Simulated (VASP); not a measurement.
# MgO (P3m1) in VASP: further runs

MgO is run at these levels: LDA; tasks: single point.

Program: VASP 6.6.1. These are calculated values, not measurements. Logs are shortened: lines on timing, memory, paths and dates and some standing lists are left out, and cuts for length are marked.

## 1. The cell of the first run

The structure is trigonal, space group P3m1 (No. 156). The conventional cell has a = 3.020 Å, b = 3.020 Å, c = 16.293 Å, α = 90.00°, β = 90.00°, γ = 120.00°. Mg (site symmetry 3m) has 3 O at 2.14 Å within 2.8 Å. Within 2.8 Å of Mg (site symmetry 3m) lie 6 O at 2.14 Å. Within 2.8 Å of Mg (site symmetry 3m) lie 6 O at 2.14 Å. Mg (site symmetry 3m) has 6 O at 2.14 Å within 2.8 Å. Within 2.8 Å of Mg (site symmetry 3m) lie 6 O at 2.14 Å. Mg (site symmetry 3m) has 6 O at 2.14 Å within 2.8 Å. Within 2.8 Å of O (site symmetry 3m) lie 6 Mg at 2.14 Å. Within 2.8 Å of O (site symmetry 3m) lie 6 Mg at 2.14 Å.

## 2. Single point, LDA (the distance across one plane changed)

Contents of INCAR:

```
PREC = Accurate ; ENCUT = 520
EDIFF = 1E-7 ; ISMEAR = 0
SIGMA = 0.05 ; LREAL = F
LASPH = T ; NELM = 100
ALGO = Normal ; ISIF = 2
LWAVE = F ; LCHARG = F
GGA = CA ; NBANDS = 36
```

Contents of KPOINTS:

```
Automatic mesh
0
Gamma
  9 9 2
```

Contents of POSCAR:

```
MgO
1.0
    2.1351500000     -2.1351500000      0.0000000000
    2.1351500000      0.0000000000     -2.1351500000
    9.4066254038      9.4066254038      9.4066254038
Mg O
6 6
Direct
    0.6666666667      0.6666666667      0.0378306054
    0.0000000000      0.0000000000      0.7944427124
    0.3333333333      0.3333333333      0.1891530268
    0.6666666667      0.6666666667      0.4917978696
    0.0000000000      0.0000000000      0.3404754482
    0.3333333333      0.3333333333      0.6431202910
    0.6666666667      0.6666666667      0.2648142375
    0.0000000000      0.0000000000      0.1134918161
    0.3333333333      0.3333333333      0.4161366589
    0.6666666667      0.6666666667      0.7187815017
    1.0000000000      1.0000000000      0.5674590803
    0.3333333333      0.3333333333      0.8701039231
```

Potentials or basis: VASP PAW LDA potentials, release 64 (Mg, O).

The run is started by

```console
$ cat potpaw_LDA.64/Mg/POTCAR potpaw_LDA.64/O/POTCAR > POTCAR
$ mpirun -np 1 vasp_std > vasp.out
```

OUTCAR:

```text
PREC = Accurate
   ENCUT = 520
   EDIFF = 1E-7
   ISMEAR = 0
   LREAL = F
   LASPH = T
   NELM = 100
   ISIF = 2
   GGA = CA

 ion  position               nearest neighbor table
   1  0.667  0.667  0.038-   8 2.14   8 2.14   8 2.14   3 3.02   3 3.02   3 3.02
   2  0.000  0.000  0.794-  10 2.14  12 2.14  10 2.14  10 2.14  12 2.14  12 2.14   6 3.02   6 3.02
                             6 3.02
   3  0.333  0.333  0.189-   8 2.14   7 2.14   7 2.14   8 2.14   8 2.14   7 2.14   1 3.02   1 3.02
                             5 3.02   5 3.02   5 3.02   1 3.02
   4  0.667  0.667  0.492-   9 2.14   9 2.14  11 2.14  11 2.14  11 2.14   9 2.14   5 3.02   6 3.02
                             6 3.02   5 3.02   5 3.02   6 3.02
   5  0.000  0.000  0.340-   9 2.14   7 2.14   9 2.14   9 2.14   7 2.14   7 2.14   4 3.02   3 3.02
                             4 3.02   4 3.02   3 3.02   3 3.02
   6  0.333  0.333  0.643-  10 2.14  10 2.14  11 2.14  11 2.14  11 2.14  10 2.14   2 3.02   4 3.02
                             4 3.02   2 3.02   2 3.02   4 3.02
   7  0.667  0.667  0.265-   3 2.14   3 2.14   5 2.14   5 2.14   5 2.14   3 2.14
   8  0.000  0.000  0.113-   1 2.14   3 2.14   1 2.14   1 2.14   3 2.14   3 2.14
   9  0.333  0.333  0.416-   5 2.14   4 2.14   4 2.14   5 2.14   5 2.14   4 2.14
  10  0.667  0.667  0.719-   6 2.14   6 2.14   2 2.14   2 2.14   2 2.14   6 2.14
  11  0.000  0.000  0.567-   4 2.14   6 2.14   4 2.14   4 2.14   6 2.14   6 2.14
  12  0.333  0.333  0.870-   2 2.14   2 2.14   2 2.14

  LATTYP: Found a hexagonal cell.
 ALAT       =     3.0195580877
 C/A-ratio  =     5.3957409177

  Lattice vectors:

 A1 = (  -2.1351500000,   0.0000000000,   2.1351500000)
 A2 = (   2.1351500000,  -2.1351500000,   0.0000000000)
 A3 = (   9.4066254038,   9.4066254038,   9.4066254038)

Analysis of symmetry for initial positions (statically):
=====================================================================
 Subroutine PRICEL returns:
 Original cell was already a primitive cell.

 Routine SETGRP: Setting up the symmetry group for a
 hexagonal supercell.

 Subroutine GETGRP returns: Found  6 space group operations
 (whereof  6 operations were pure point group operations)
 out of a pool of 24 trial point group operations.

The static configuration has the point symmetry C_3v.

Analysis of symmetry for dynamics (positions and initial velocities):
=====================================================================
 Subroutine PRICEL returns:
 Original cell was already a primitive cell.

 Routine SETGRP: Setting up the symmetry group for a
 hexagonal supercell.

 Subroutine GETGRP returns: Found  6 space group operations
 (whereof  6 operations were pure point group operations)
 out of a pool of 24 trial point group operations.

The dynamic configuration has the point symmetry C_3v.

 Subroutine INISYM returns: Found  6 space group operations
 (whereof  6 operations are pure point group operations),
 and found     1 'primitive' translations

----------------------------------------------------------------------------------------

                                     Primitive cell

  volume of cell :     128.6506

  direct lattice vectors                    reciprocal lattice vectors
     2.135150000 -2.135150000  0.000000000     0.156117057 -0.312234113  0.156117057
     2.135150000  0.000000000 -2.135150000     0.156117057  0.156117057 -0.312234113
     9.406625404  9.406625404  9.406625404     0.035436017  0.035436017  0.035436017

  length of vectors
     3.019558088  3.019558088 16.292753127     0.382407129  0.382407129  0.061376981

  position of ions in fractional coordinates (direct lattice)
     0.666666667  0.666666667  0.037830605
     0.000000000  0.000000000  0.794442712
     0.333333333  0.333333333  0.189153027
     0.666666667  0.666666667  0.491797870
     0.000000000  0.000000000  0.340475448
     0.333333333  0.333333333  0.643120291
     0.666666667  0.666666667  0.264814237
     0.000000000  0.000000000  0.113491816
     0.333333333  0.333333333  0.416136659
     0.666666667  0.666666667  0.718781502
     0.000000000  0.000000000  0.567459080
     0.333333333  0.333333333  0.870103923

  ion indices of the primitive-cell ions
   primitive index   ion index
                 1           1
                 2           2
                 3           3
                 4           4
                 5           5
                 6           6
                 7           7
                 8           8
                 9           9
                10          10
                11          11
                12          12

----------------------------------------------------------------------------------------

 KPOINTS: Automatic mesh

Automatic generation of k-mesh.
 Grid dimensions read from file:
 generate k-points for:    9    9    2

 Generating k-lattice:

  Cartesian coordinates                     Fractional coordinates (reciprocal lattice)
     0.017346340 -0.034692679  0.017346340     0.111111111  0.000000000  0.000000000
     0.017346340  0.017346340 -0.034692679     0.000000000  0.111111111  0.000000000
     0.017718008  0.017718008  0.017718008     0.000000000  0.000000000  0.500000000

  Length of vectors
     0.042489681  0.042489681  0.030688491

  Shift w.r.t. Gamma in fractional coordinates (k-lattice)
     0.000000000  0.000000000  0.000000000

 Subroutine IBZKPT returns following result:
 ===========================================

 Found     24 irreducible k-points:

 Following reciprocal coordinates:
            Coordinates               Weight
  0.000000  0.000000  0.000000      1.000000
  0.111111  0.000000  0.000000      6.000000
  0.222222  0.000000  0.000000      6.000000
  0.333333  0.000000  0.000000      6.000000
  0.444444  0.000000  0.000000      6.000000
  0.222222  0.111111  0.000000      6.000000
[... 16 lines left out ...]
 -0.444444  0.222222  0.500000     12.000000
 -0.333333  0.333333  0.500000      2.000000
   k-points           NKPTS =     24   k-points in BZ     NKDIM =     24   number of bands    NBANDS=     36
   number of dos      NEDOS =    301   number of ions     NIONS =     12
   total plane-waves  NPLWV =  72576
   dimension x,y,z NGX =    24 NGY =   24 NGZ =  126
   dimension x,y,z NGXF=    48 NGYF=   48 NGZF=  252
   ions per type =               6   6
   NGX,Y,Z   is equivalent  to a cutoff of  13.21, 13.21, 12.86 a.u.
   NGXF,Y,Z  is equivalent  to a cutoff of  26.43, 26.43, 25.71 a.u.
 SYSTEM =  unknown system
   PREC   = accura    normal or accurate (medium, high low for compatibility)
   ISTART =      0    job   : 0-new  1-cont  2-samecut
   ICHARG =      2    charge: 1-file 2-atom 10-const
   ISPIN  =      1    spin polarized calculation?
   LNONCOLLINEAR =      F non collinear calculations
   LSORBIT =      F    spin-orbit coupling
   LASPH  =      T    aspherical Exc in radial PAW
   ENCUT  =  520.0 eV  38.22 Ry    6.18 a.u.   5.61  5.61 30.29*2*pi/ulx,y,z
   NELM   =    100;   NELMIN=  2; NELMDL= -5     # of ELM steps
   EDIFF  = 0.1E-06   stopping-criterion for ELM
   LREAL  =      F    real-space projection
   EDIFFG = 0.1E-05   stopping-criterion for IOM
   NSW    =      0    number of steps for IOM
   IBRION =     -1    ionic relax: 0-MD 1-quasi-New 2-CG
   NFREE  =      0    steps in history (QN), initial steepest desc. (CG)
   ISIF   =      2    stress and relaxation
   ISYM   =      2    0-nonsym 1-usesym 2-fastsym
   POTIM  = 0.5000    time-step for ionic-motion
   TEBEG  =    0.0;   TEEND  =   0.0 temperature during run
   PSTRESS=    0.0 pullay stress
   NELECT =      48.0000    total number of electrons
   NUPDOWN=      -1.0000    fix difference up-down
   EMIN   =  10.00;   EMAX   =-10.00  energy-range for DOS
   EFERMI =   0.00;   METHOD = LEGACY
   ISMEAR =     0;   SIGMA  =   0.05  broadening in eV -4-tet -1-fermi 0-gaus
   EFERMI_NEDOS =   21; number of points for ismear=-14 and -15
   IALGO  =     38    algorithm
   IMIX   =      4    mixing-type and parameters
     AMIX     =   0.40;   BMIX     =  1.00
     AMIX_MAG =   1.60;   BMIX_MAG =  1.00
  volume/ion in A,a.u.               =      10.72        72.35
  Fermi-wavevector in a.u.,A,eV,Ry     =   1.178559  2.227153 18.898506  1.389001
  Thomas-Fermi vector in A             =   2.314886
   LORBIT       =      0    0 simple, 1 ext, 2 COOP (PROOUT), +10 PAW based schemes
   GGA     = CA    functional components
   LHFCALC =     F    Hartree Fock is set to
   AEXX    =    0.0000 exact exchange contribution
   IVDW    =     0    specifies the selected vdW correction
   LEPSILON=     F    determine dielectric tensor
   LRPA    =     F    only Hartree local field effects (RPA)
 non-spin polarized calculation
 Gauss-broadening in eV      SIGMA  =   0.05
  energy-cutoff  :      520.00
  volume of cell :      128.65
 maximum number of plane-waves:      3517
   NGX = 11   NGY = 11   NGZ = 61

 number of electron      48.0000029 magnetization

 Free energy of the ion-electron system (eV)
  ---------------------------------------------------
  ext. energy  EPLUGINS =         0.00000000
  ---------------------------------------------------
  free energy    TOTEN  =       -75.72600236 eV

  energy without entropy =      -75.72043646  energy(sigma->0) =      -75.72321941

 E-fermi :   4.2120     XC(G=0): -10.8867

 val. band max:        4.2015456692   @ k =   0.2222   0.1111   0.0000
 cond. band min:       4.2748949598   @ k =   0.2222   0.0000   0.5000
 fundamental gap:      0.0733492906
 Fermi energy:         4.2120261738

 k-point     1 :       0.0000    0.0000    0.0000
  band No.  band energies     occupation
      1     -16.5528      2.00000
      2     -15.5518      2.00000
      3     -14.7448      2.00000
      4     -13.9712      2.00000
      5     -13.1427      2.00000
      6     -11.4789      2.00000
[... 28 lines left out ...]
     35      14.7768      0.00000
     36      15.3914      0.00000
[... 866 lines left out ...]
      6     -10.8019      2.00000
[... 28 lines left out ...]
     35      12.9623      0.00000
     36      13.1815      0.00000

------------------------ aborting loop because EDIFF is reached ----------------------------------------

  FORCE on cell =-STRESS in cart. coord.  units (eV):
  Direction    XX          YY          ZZ          XY          YZ          ZX
  --------------------------------------------------------------------------------------
  -------------------------------------------------------------------------------------
  Total      -10.0222842    -10.0222842    -10.0222842     -2.7269287     -2.7269287     -2.7269287
  in kB     -124.8146061   -124.8146061   -124.8146061    -33.9603746    -33.9603746    -33.9603746
  external PRESSURE =    -124.8146061 kB  Pullay stress =       0.0000000 kB

 VOLUME and BASIS-vectors are now :
 -----------------------------------------------------------------------------
  energy-cutoff  :      520.00
  volume of cell :      128.65
      direct lattice vectors                 reciprocal lattice vectors
     2.135150000 -2.135150000  0.000000000     0.156117057 -0.312234113  0.156117057
     2.135150000  0.000000000 -2.135150000     0.156117057  0.156117057 -0.312234113
     9.406625404  9.406625404  9.406625404     0.035436017  0.035436017  0.035436017

 POSITION                                       TOTAL-FORCE (eV/Angst)
 -----------------------------------------------------------------------------------
      3.20273     -1.06757     -1.06757        -0.756281     -0.756281     -0.756281
      7.47303      7.47303      7.47303         0.996357      0.996357      0.996357
      3.20273      1.06758      1.06758         0.442669      0.442669      0.442669
      7.47303      3.20273      3.20273         0.357207      0.357207      0.357207
      3.20273      3.20273      3.20273         0.367662      0.367662      0.367662
      7.47303      5.33788      5.33788         0.346644      0.346644      0.346644
      5.33788      1.06758      1.06758        -0.360998     -0.360998     -0.360998
      1.06758      1.06758      1.06758        -0.326157     -0.326157     -0.326157
      5.33788      3.20273      3.20273        -0.357490     -0.357490     -0.357490
      9.60818      5.33788      5.33788        -0.400044     -0.400044     -0.400044
      5.33788      5.33788      5.33788        -0.357581     -0.357581     -0.357581
      9.60818      7.47303      7.47303         0.048011      0.048011      0.048011
 -----------------------------------------------------------------------------------
    total drift:                                0.000511      0.000511      0.000511

  FREE ENERGIE OF THE ION-ELECTRON SYSTEM (eV)
  ---------------------------------------------------
  free  energy   TOTEN  =       -75.7260023634 eV

  energy  without entropy=      -75.7204364552  energy(sigma->0) =      -75.72321941
```

It took 1.9 min on 1 thread of Intel Xeon Platinum 8488C (Sapphire Rapids), shared host; peak memory 0.25 GiB.

What came out:

- Free energy: -75.7260 eV
- Pressure: -12.5 GPa
- Largest force: 1.726 eV/Å
- Band gap on the k mesh: zero (bands 24 and 25 overlap by 0.22 eV)

Forces in eV/Å, atoms in the order of the input:
```
Mg  -0.756 -0.756 -0.756
Mg   0.996  0.996  0.996
Mg   0.443  0.443  0.443
Mg   0.357  0.357  0.357
Mg   0.368  0.368  0.368
Mg   0.347  0.347  0.347
O   -0.361 -0.361 -0.361
O   -0.326 -0.326 -0.326
O   -0.357 -0.357 -0.357
O   -0.400 -0.400 -0.400
O   -0.358 -0.358 -0.358
O    0.048  0.048  0.048
```

Levels at points of the mesh, in eV from the Fermi level:
```csv
k point,band 22,band 23,band 24,band 25,band 26,band 27
"(0.00, 0.00, 0.00)",-1.53,-0.65,0.21,0.21,1.88,2.74
"(0.00, 0.00, 0.50)",-1.53,-0.54,0.21,0.21,1.73,3.00
```

Caveat: the cell differs from its parent crystal (the distance across one plane changed); the cell stands under tension; semilocal functionals underestimate gaps, so a narrow gap can read as zero; forces of over 1 eV/Å act on the atoms, so gaps and moduli don't describe the material at rest.

(Part 1 of 2 ends here.)
